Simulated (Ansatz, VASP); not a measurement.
One calculation of BP, two programs

```
CELL_PARAMETERS angstrom
-6.82229 0.00000 6.82229
-6.82229 -6.82229 0.00000
0.00000 -6.82229 6.82229
ATOMIC_POSITIONS crystal
B 0.33333 0.33333 0.00000
B 0.33333 0.00000 0.00000
B 0.33333 0.66667 0.00000
B 0.33333 0.33333 0.33333
B 0.33333 0.00000 0.33333
B 0.33333 0.66667 0.33333
B 0.33333 0.33333 0.66667
B 0.33333 0.00000 0.66667
B 0.33333 0.66667 0.66667
B 0.66667 0.33333 0.00000
B 0.66667 0.00000 0.00000
B 0.66667 0.66667 0.00000
B 0.66667 0.33333 0.33333
B 0.66667 0.00000 0.33333
B 0.66667 0.66667 0.33333
B 0.66667 0.33333 0.66667
B 0.66667 0.00000 0.66667
B 0.66667 0.66667 0.66667
B 0.00000 0.33333 0.00000
B 0.00000 0.00000 0.00000
B 0.00000 0.66667 0.00000
B 0.00000 0.33333 0.33333
B 0.00000 0.00000 0.33333
B 0.00000 0.66667 0.33333
B 0.00000 0.33333 0.66667
B 0.00000 0.00000 0.66667
B 0.00000 0.66667 0.66667
P 0.08333 0.41667 0.08333
P 0.08333 0.08333 0.08333
P 0.08333 0.75000 0.08333
P 0.08333 0.41667 0.41667
P 0.08333 0.08333 0.41667
P 0.08333 0.75000 0.41667
P 0.08333 0.41667 0.75000
P 0.08333 0.08333 0.75000
P 0.08333 0.75000 0.75000
P 0.41667 0.41667 0.08333
P 0.41667 0.08333 0.08333
P 0.41667 0.75000 0.08333
P 0.41667 0.41667 0.41667
P 0.41667 0.08333 0.41667
P 0.41667 0.75000 0.41667
P 0.41667 0.41667 0.75000
P 0.41667 0.08333 0.75000
P 0.41667 0.75000 0.75000
P 0.75000 0.41667 0.08333
P 0.75000 0.08333 0.08333
P 0.75000 0.75000 0.08333
P 0.75000 0.41667 0.41667
P 0.75000 0.08333 0.41667
P 0.75000 0.75000 0.41667
P 0.75000 0.41667 0.75000
P 0.75000 0.08333 0.75000
P 0.75000 0.75000 0.75000
```

Alike in both runs: task single point; functional PBE; k mesh 1 × 1 × 1; occupations gaussian, width 0.01 eV; no spin polarisation.

|  | VASP | Ansatz |
| --- | --- | --- |
| version | VASP 6.6.1 | Ansatz 0.2.0 |
| potentials or method | VASP PAW PBE potentials, release 64 (B, P), cutoff 520 eV | scalar-relativistic, plane waves, PAW |
| valence electrons in the cell | 216 | 216 |

```tsv
	VASP	Ansatz	Ansatz less VASP
gap on the k mesh at the Fermi level (eV)	1.34	1.34	+0.005
least direct gap on the mesh (eV)	1.34	1.34	+0.005
pressure (GPa)	3.4	3.6	+0.20
```

The k mesh is coarse, so the values compare programs but aren't converged.
